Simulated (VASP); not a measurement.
Here is a VASP 6.6.1 calculation.

Contents of INCAR:

```
SYSTEM = Ga
  PREC = Accurate
  ENCUT = 520
  EDIFF = 1E-7
  ISMEAR = 0
  SIGMA = 0.1
  LREAL = .FALSE.
  LASPH = .TRUE.
  NELM = 100
  ALGO = Normal
  ISIF = 2
  LWAVE = .FALSE.
  LCHARG = .TRUE.
  GGA = PE
  LELF = .TRUE.
  LVHAR = .TRUE.
  NBANDS = 20
```

The input KPOINTS:

```
regular mesh
0
G
  6 6 4
  0 0 0
```

The input POSCAR:

```
Ga
1.0
    2.7654573898      0.0000000000      0.0000000000
    0.0000000000      2.7654573898      0.0000000000
    0.0000000000      0.0000000000      5.3170604124
Ga
2
Direct
    0.5000000000      0.5000000000      0.2500090285
    0.5000000000      0.5000000000      0.7499909715
```

Potentials or basis: VASP PAW PBE potentials, release 64 (Ga_d).

Launch:

```bash
$ cat potpaw_PBE.64/Ga_d/POTCAR > POTCAR
$ mpirun -np 1 vasp_std > vasp.out
```

Question: Predict the pressure.

Answer: 0.1 GPa.

Question: What does it give for the band gap on the k mesh?

Answer: Zero (bands 13 and 14 overlap by 5.76 eV).

Stress tensor (GPa, compression positive):
```
-0.01  0.00  0.00
 0.00 -0.01  0.00
 0.00  0.00  0.34
```

Caveat: the k points lie up to 0.38 Å⁻¹ apart, too coarse for converged energies and pressures of a metal.
